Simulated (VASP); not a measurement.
Runs of VASP 6.6.1 on ZnRe. Symmetry: P-6m2, No. 187, hexagonal system. The conventional cell has a = 2.748 Å, b = 2.748 Å, c = 4.494 Å, α = 90.00°, β = 90.00°, γ = 120.00°. Within 3.6 Å of Zn (site symmetry -6m2) lie 6 Zn at 2.75 Å and 6 Re at 2.75 Å. Within 3.6 Å of Re (site symmetry -6m2) lie 6 Re at 2.75 Å and 6 Zn at 2.75 Å. 

| k mesh | gap on the mesh (eV) | pressure (GPa) |
| --- | --- | --- |
| 8 × 8 × 5 | none | (a) |
| 4 × 4 × 2 | none | -0.9 |
| 7 × 7 × 4 | none | -1.3 |
| 5 × 5 × 3 | none | -1.4 |
| 6 × 6 × 3 | none | -1.4 |

Alike in all rows: task single point; level PBE; potentials or basis VASP PAW PBE potentials, release 64 (Zn, Re); no spin polarisation; cell as given; cutoff (eV) 520; smearing fermi-dirac 0.15 eV.

Question: Fill in the values left out.

Answer: (a) -1.2.

Caveats: some runs use coarse meshes; spin-orbit coupling is left out, which moves the levels of the heavy elements.

A k mesh can miss the band edges, and the runs leave out spin-orbit coupling on Re.

A gap of «none» marks levels without a gap at the run's occupations.
